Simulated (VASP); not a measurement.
# Pd (Pm-3m) in VASP: a series of runs

Runs on Pd. Level: PBEsol. Tasks: single point.

Program: VASP 6.6.1. These are calculated values, not measurements. Logs are shortened: lines on timing, memory, paths and dates and some standing lists are left out, and cuts for length are marked.

## 1. The cell of the first run

The structure is cubic, space group Pm-3m (No. 221). Conventional cell: a = 2.567 Å, b = 2.567 Å, c = 2.567 Å, α = 90.00°, β = 90.00°, γ = 90.00°. Within 3.4 Å of Pd (site symmetry m-3m) lie 6 Pd at 2.57 Å.

## 2. Single point, PBEsol

The input, INCAR:

```
SYSTEM = Pd
ALGO = Normal
EDIFF = 1E-6
ENCUT = 520
GGA = PS
ISIF = 2
ISMEAR = -1
LASPH = .TRUE.
LCHARG = .FALSE.
LREAL = .FALSE.
LWAVE = .FALSE.
NBANDS = 11
NELM = 100
PREC = Accurate
SIGMA = 0.1
```

The input, KPOINTS:

```
k-points
0
G
  14 14 14
  0 0 0
```

The input, POSCAR:

```
Pd
1.0
    2.5666279490      0.0000000000      0.0000000000
    0.0000000000      2.5666279490      0.0000000000
    0.0000000000      0.0000000000      2.5666279490
Pd
1
Direct
    0.0000000000      0.0000000000      0.0000000000
```

Potentials or basis: VASP PAW PBE potentials, release 64 (Pd).

Run with:

```sh
$ cat potpaw_PBE.64/Pd/POTCAR > POTCAR
$ mpirun -np 1 vasp_std > vasp.out
```

OUTCAR:

```text
SYSTEM = Pd
   EDIFF = 1E-6
   ENCUT = 520
   GGA = PS
   ISIF = 2
   ISMEAR = -1
   LASPH = .TRUE.
   LREAL = .FALSE.
   NELM = 100
   PREC = Accurate

 ion  position               nearest neighbor table
   1  0.000  0.000  0.000-

  LATTYP: Found a simple cubic cell.
 ALAT       =     2.5666279490

  Lattice vectors:

 A1 = (   2.5666279490,   0.0000000000,   0.0000000000)
 A2 = (   0.0000000000,   2.5666279490,   0.0000000000)
 A3 = (   0.0000000000,   0.0000000000,   2.5666279490)

Analysis of symmetry for initial positions (statically):
=====================================================================
 Subroutine PRICEL returns:
 Original cell was already a primitive cell.

 Routine SETGRP: Setting up the symmetry group for a
 simple cubic supercell.

 Subroutine GETGRP returns: Found 48 space group operations
 (whereof 48 operations were pure point group operations)
 out of a pool of 48 trial point group operations.

The static configuration has the point symmetry O_h .

Analysis of symmetry for dynamics (positions and initial velocities):
=====================================================================
 Subroutine PRICEL returns:
 Original cell was already a primitive cell.

 Routine SETGRP: Setting up the symmetry group for a
 simple cubic supercell.

 Subroutine GETGRP returns: Found 48 space group operations
 (whereof 48 operations were pure point group operations)
 out of a pool of 48 trial point group operations.

The dynamic configuration has the point symmetry O_h .

 Subroutine INISYM returns: Found 48 space group operations
 (whereof 48 operations are pure point group operations),
 and found     1 'primitive' translations

----------------------------------------------------------------------------------------

                                     Primitive cell

  volume of cell :      16.9079

  direct lattice vectors                    reciprocal lattice vectors
     2.566627949  0.000000000  0.000000000     0.389616267  0.000000000  0.000000000
     0.000000000  2.566627949  0.000000000     0.000000000  0.389616267  0.000000000
     0.000000000  0.000000000  2.566627949     0.000000000  0.000000000  0.389616267

  length of vectors
     2.566627949  2.566627949  2.566627949     0.389616267  0.389616267  0.389616267

  position of ions in fractional coordinates (direct lattice)
     0.000000000  0.000000000  0.000000000

[... 74 lines left out ...]
   NELM   =    100;   NELMIN=  2; NELMDL= -5     # of ELM steps
   EDIFF  = 0.1E-05   stopping-criterion for ELM
   LREAL  =      F    real-space projection
   EDIFFG = 0.1E-04   stopping-criterion for IOM
   NSW    =      0    number of steps for IOM
   IBRION =     -1    ionic relax: 0-MD 1-quasi-New 2-CG
   NFREE  =      0    steps in history (QN), initial steepest desc. (CG)
   ISIF   =      2    stress and relaxation
   ISYM   =      2    0-nonsym 1-usesym 2-fastsym
   POTIM  = 0.5000    time-step for ionic-motion
   TEBEG  =    0.0;   TEEND  =   0.0 temperature during run
   PSTRESS=    0.0 pullay stress
   NELECT =      10.0000    total number of electrons
   NUPDOWN=      -1.0000    fix difference up-down
   EMIN   =  10.00;   EMAX   =-10.00  energy-range for DOS
   EFERMI =   0.00;   METHOD = LEGACY
   ISMEAR =    -1;   SIGMA  =   0.10  broadening in eV -4-tet -1-fermi 0-gaus
   EFERMI_NEDOS =   21; number of points for ismear=-14 and -15
   IALGO  =     38    algorithm
   IMIX   =      4    mixing-type and parameters
     AMIX     =   0.40;   BMIX     =  1.00
     AMIX_MAG =   1.60;   BMIX_MAG =  1.00
  volume/ion in A,a.u.               =      16.91       114.10
  Fermi-wavevector in a.u.,A,eV,Ry     =   1.374185  2.596833 25.693035  1.888385
  Thomas-Fermi vector in A             =   2.499635
   LORBIT       =      0    0 simple, 1 ext, 2 COOP (PROOUT), +10 PAW based schemes
   GGA     = PS    functional components
   LHFCALC =     F    Hartree Fock is set to
   AEXX    =    0.0000 exact exchange contribution
   IVDW    =     0    specifies the selected vdW correction
   LEPSILON=     F    determine dielectric tensor
   LRPA    =     F    only Hartree local field effects (RPA)
 non-spin polarized calculation
  energy-cutoff  :      520.00
  volume of cell :       16.91
 maximum number of plane-waves:       480
 NGX is ok and might be reduce to    20
   NGX =  9   NGY =  9   NGZ =  9

 number of electron      10.0000000 magnetization

 Free energy of the ion-electron system (eV)
  ---------------------------------------------------
  ext. energy  EPLUGINS =         0.00000000
  ---------------------------------------------------
  free energy    TOTEN  =        -5.38644670 eV

  energy without entropy =       -5.33699821  energy(sigma->0) =       -5.36172245

 E-fermi :   7.7660     XC(G=0): -12.4267

 val. band max:        7.7630844837   @ k =   0.4286   0.3571   0.2143
 cond. band min:       7.7706609428   @ k =   0.5000   0.0714   0.0714
 fundamental gap:      0.0075764591
 Fermi energy:         7.7659891774

 k-point     1 :       0.0000    0.0000    0.0000
  band No.  band energies     occupation
      1       1.3810      2.00000
      2       2.8975      2.00000
      3       2.8975      2.00000
      4       7.7868      0.89641
      5       7.7868      0.89641
      6       7.7868      0.89641
      7      24.5019      0.00000
      8      24.5019      0.00000
      9      24.5019      0.00000
     10      31.1187      0.00000
     11      31.1497      0.00000
[... 309 lines left out ...]
 k-point    24 :       0.3571    0.2143    0.0000
  band No.  band energies     occupation
      1       3.5141      2.00000
      2       4.2080      2.00000
      3       5.1641      2.00000
      4       6.4975      1.99999
      5       7.2658      1.98663
      6       7.9266      0.33438
      7      15.9250      0.00000
      8      22.5623      0.00000
      9      27.5094      0.00000
     10      30.3623      0.00000
     11      30.8620      0.00000

 [... further k-points ...]
[... 5 lines left out ...]
  --------------------------------------------------------------------------------------
  -------------------------------------------------------------------------------------
  Total       -0.0319277     -0.0319277     -0.0319277     -0.0000000     -0.0000000      0.0000000
  in kB       -3.0254499     -3.0254499     -3.0254499     -0.0000000     -0.0000000      0.0000000
  external PRESSURE =      -3.0254499 kB  Pullay stress =       0.0000000 kB

 VOLUME and BASIS-vectors are now :
 -----------------------------------------------------------------------------
  energy-cutoff  :      520.00
  volume of cell :       16.91
      direct lattice vectors                 reciprocal lattice vectors
     2.566627949  0.000000000  0.000000000     0.389616267  0.000000000  0.000000000
     0.000000000  2.566627949  0.000000000     0.000000000  0.389616267  0.000000000
     0.000000000  0.000000000  2.566627949     0.000000000  0.000000000  0.389616267

 POSITION                                       TOTAL-FORCE (eV/Angst)
 -----------------------------------------------------------------------------------
      0.00000      0.00000      0.00000         0.000000      0.000000      0.000000
 -----------------------------------------------------------------------------------
    total drift:                                0.000000      0.000000      0.000000

  FREE ENERGIE OF THE ION-ELECTRON SYSTEM (eV)
  ---------------------------------------------------
  free  energy   TOTEN  =        -5.3864466969 eV

  energy  without entropy=       -5.3369982076  energy(sigma->0) =       -5.36172245
```

Wall time 12 s (1 thread of Intel Xeon Platinum 8488C (Sapphire Rapids), shared host); peak memory 0.14 GiB.

Results:

```
Free energy            : -5.3864 eV
Pressure               : -0.3 GPa
Band gap on the k mesh : zero (band 5 reaches 9.10 eV, above the bottom of band 6 at 7.11 eV)
```

Caveat: the PAW data sets were made with another functional, which shifts forces and pressure a little.

## 3. Single point, PBEsol (volume scaled by 1.04)

The input, INCAR:

```
PREC = Accurate
ENCUT = 520
EDIFF = 1E-7
ISMEAR = -1
SIGMA = 0.1
LREAL = False
LASPH = True
NELM = 100
ALGO = Normal
ISIF = 2
LWAVE = False
LCHARG = False
GGA = PS
NBANDS = 11
```

The input, KPOINTS:

```
Automatic mesh
0
Gamma
  14 14 14
```

The input, POSCAR:

```
Pd
1.0
    2.6004032426      0.0000000000      0.0000000000
    0.0000000000      2.6004032426      0.0000000000
    0.0000000000      0.0000000000      2.6004032426
Pd
1
Direct
    0.0000000000      0.0000000000      0.0000000000
```

Potentials or basis: VASP PAW PBE potentials, release 64 (Pd).

Run with:

```sh
$ cat potpaw_PBE.64/Pd/POTCAR > POTCAR
$ mpirun -np 1 vasp_std > vasp.out
```

Wall time 10 s (1 thread of Intel Xeon Platinum 8488C (Sapphire Rapids), shared host); peak memory 0.14 GiB.

Results (log left out):

```yaml
Free_energy: -5.3742 eV
Pressure: -5.4 GPa
Band_gap_on_the_k_mesh: zero (band 5 reaches 8.43 eV, above the bottom of band 6 at 6.57 eV)
```

Levels at points of the mesh, in eV from the Fermi level:
| k point | band 1 | band 2 | band 3 | band 4 | band 5 | band 6 | band 7 | band 8 | band 9 | band 10 |
| --- | --- | --- | --- | --- | --- | --- | --- | --- | --- | --- |
| (0.00, 0.00, 0.00) | -6.12 | -4.60 | -4.60 | 0.01 | 0.01 | 0.01 | 16.45 | 16.45 | 16.45 | 22.83 |
| (0.50, 0.00, 0.00) | -4.12 | -3.99 | -1.56 | -1.56 | 0.15 | 0.30 | 4.84 | 18.25 | 21.14 | 22.48 |
| (0.50, 0.50, 0.00) | -4.80 | -3.47 | -1.27 | -1.27 | 1.14 | 5.45 | 5.45 | 11.53 | 12.32 | 23.42 |
| (0.50, 0.50, 0.50) | -3.92 | -3.92 | -3.92 | 1.23 | 1.23 | 10.99 | 11.12 | 11.12 | 11.12 | 17.72 |

Caveat: the PAW data sets were made with another functional, which shifts forces and pressure a little.

(Continued in part 2 of 2.)
